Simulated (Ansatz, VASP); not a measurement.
One calculation of GaN, two programs

File INCAR:

```
SYSTEM = GaN
  ALGO = Normal
  EDIFF = 1E-6
  ENCUT = 520
  GGA = PE
  ISIF = 2
  ISMEAR = 0
  LASPH = .True.
  LCHARG = .False.
  LREAL = .False.
  LWAVE = .False.
  NBANDS = 26
  NELM = 80
  PREC = Accurate
  SIGMA = 0.05
```

KPOINTS

```
k-points
0
Gamma
  12 12 6
  0 0 0
```

The input POSCAR:

```
GaN
1.0
    2.9137075290      0.0000000000      0.0000000000
   -1.4568537645      2.5233447393      0.0000000000
    0.0000000000      0.0000000000      6.1534211046
Ga N
2 2
Direct
    0.3333333333      0.6666666667      0.0000000000
    0.6666666667      0.3333333333      0.5000000000
    0.3333333333      0.6666666667      0.3750000000
    0.6666666667      0.3333333333      0.8750000000
```

Input for Ansatz:

```yaml
crystal:
  lattice:
    - [2.913707529, 0.0, 0.0]
    - [-1.4568537645, 2.5233447393, 0.0]
    - [0.0, 0.0, 6.1534211046]
  atoms:
    - { symbol: Ga, position: [0.3333333333, 0.6666666667, 0.0] }
    - { symbol: Ga, position: [0.6666666667, 0.3333333333, 0.5] }
    - { symbol: "N", position: [0.3333333333, 0.6666666667, 0.375] }
    - { symbol: "N", position: [0.6666666667, 0.3333333333, 0.875] }
basis:
  ecutwfc: 420
kpoints:
  mp_grid: { grid: [12, 12, 6] }
hamiltonian:
  xc: pbe
scf:
  occupations: { method: gaussian, width: 0.05 }
output:
  forces: true
  stress: true
  eigenvalues: true
```

Alike in both runs: task single point; functional PBE; k mesh 12 × 12 × 6; occupations gaussian, width 0.05 eV; no spin polarisation.

```csv
,VASP,Ansatz
version,VASP 6.6.1,Ansatz 0.2.0
potentials or method,"VASP PAW PBE potentials, release 64 (Ga_d, N), cutoff 520 eV","scalar-relativistic, plane waves, PAW"
valence electrons in the cell,36,36
```

```tsv
	VASP	Ansatz	Ansatz less VASP
gap on the k mesh at the Fermi level (eV)	none	none	-
pressure (GPa)	23.1	23.1	+0.07
traceless stress, the component that is largest in VASP (GPa)	-54.50	-54.29	+0.203
rms of the force components (eV/Å)	0.415	0.432	+0.0175
```

Atom by atom the forces differ by 0.017 eV/Å (rms over components). A gap of «none» marks a metal or a gap that the smearing closes. With one functional, cell and mesh, what is left measures potentials, basis and numerics.
